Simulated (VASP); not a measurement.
Input of a VASP 6.6.1 run:

File INCAR:

```
PREC = Accurate
ENCUT = 520
EDIFF = 1E-6
ISMEAR = 0
SIGMA = 0.1
LREAL = F
LASPH = T
NELM = 80
ALGO = Normal
ISIF = 2
LWAVE = F
LCHARG = F
GGA = PE
NBANDS = 14
```

The input KPOINTS:

```
Automatic mesh
0
Gamma
  6 6 4
```

File POSCAR:

```
AlO2
1.0
    1.8282264400     -2.4509817800      0.0000000000
    1.8282264400      2.4509817800      0.0000000000
    0.0000000000      0.0000000000      4.4701370100
Al O
1 2
Direct
    0.5000000000      0.5000000000      0.5000000000
    0.5000000000      0.5000000000      0.8146551900
    0.5000000000      0.5000000000      0.1853448100
```

Potentials or basis: VASP PAW PBE potentials, release 64 (Al, O).

The run is started by

```sh
$ cat potpaw_PBE.64/Al/POTCAR potpaw_PBE.64/O/POTCAR > POTCAR
$ mpirun -np 1 vasp_std > vasp.out
```

(1) Estimate the largest force.

(2) What does it give for the band gap on the k mesh?

(3) What does it give for the pressure?

## Answers

(1) 15.334 eV/Å.

(2) zero (an odd number of electrons rules out a gap without spin polarisation).

(3) 62.8 GPa.

Caveat: the cell stands under pressure; an odd number of electrons without spin polarisation forces a metal; a magnetic or distorted state may lie lower.
